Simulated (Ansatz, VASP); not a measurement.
## Two plane-wave programs on Y

```
Y
1.0
     3.65354    0.00000    0.00000
    -1.82677    3.16406    0.00000
     0.00000    0.00000    5.69886
Y
2
Direct
  0.33333 0.66667 0.25000
  0.66667 0.33333 0.75000
```

Alike in both runs: task single point; functional PBE; k mesh 6 × 6 × 4; occupations fermi-dirac, width 0.1 eV; no spin polarisation.

|  | VASP | Ansatz |
| --- | --- | --- |
| version | VASP 6.6.1 | Ansatz 0.2.0 |
| potentials or method | VASP PAW PBE potentials, release 64 (Y_sv), cutoff 520 eV | plane waves (420 eV) with PAW, scalar-relativistic |
| valence electrons in the cell | 22 | 22 |

```csv
,VASP,Ansatz,Ansatz less VASP
pressure (GPa),-0.1,0.0,+0.11
"traceless stress, the component that is largest in VASP (GPa)",-0.05,-0.05,-0.004
```

The functional is the same, so the differences come from potentials, cutoffs and numerics.
